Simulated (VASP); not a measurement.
Write the native input for VASP 6.6.1 that does the following.

```
Task                   : single point
Functional             : LDA
Potentials or basis    : VASP PAW LDA potentials, release 64 (Ge_d)
Cutoff                 : 520 eV
k mesh                 : 12 × 12 × 6
Occupations            : gaussian, width 0.1 eV
Spin                   : no spin polarisation
Dipole correction      : no
Further INCAR settings : ALGO = Fast; EDIFF = 1e-06; NBANDS = 36
```

The structure of Ge lies in POSCAR:

```
Ge
1.0
    3.9592694801      0.0000000000      0.0000000000
   -1.9796347401      3.4288279502      0.0000000000
    0.0000000000      0.0000000000      6.5308545640
Ge
4
Direct
    0.6666666667      0.3333333333      0.0628399830
    0.3333333333      0.6666666667      0.5628399830
    0.6666666667      0.3333333333      0.4371600170
    0.3333333333      0.6666666667      0.9371600170
```

This isn't the form of Ge at room conditions, which is diamond.

One way to write it, as run:

INCAR

```
PREC     = Accurate       # precision mode
ENCUT    = 520            # plane-wave cutoff, eV
EDIFF    = 1E-6           # SCF threshold, eV
ISMEAR   = 0              # smearing method
SIGMA    = 0.1            # smearing width, eV
LREAL    = False          # projectors in reciprocal space
LASPH    = True           # aspherical terms in the spheres
NELM     = 60             # most SCF steps
ALGO     = Fast           # electronic algorithm
ISIF     = 2              # what is computed and relaxed
LWAVE    = False          # write WAVECAR
LCHARG   = False          # write CHGCAR
GGA      = CA             # functional
NBANDS   = 36             # bands
```

KPOINTS

```
Automatic mesh
0
Gamma
  12 12 6
```

Potentials or basis: VASP PAW LDA potentials, release 64 (Ge_d).

Run with:

```console
$ cat potpaw_LDA.64/Ge_d/POTCAR > POTCAR
$ mpirun -np 1 vasp_std > vasp.out
```

It gave:

* Pressure: 0.0 GPa
* Band gap on the k mesh: zero (bands 28 and 29 overlap by 0.13 eV)

Caveat: semilocal functionals underestimate gaps, and a narrow one can read as zero.

It took 5.6 min on 1 thread of Oxide Virtual Turin-like Processor, on a shared host, peak memory 0.25 GiB.
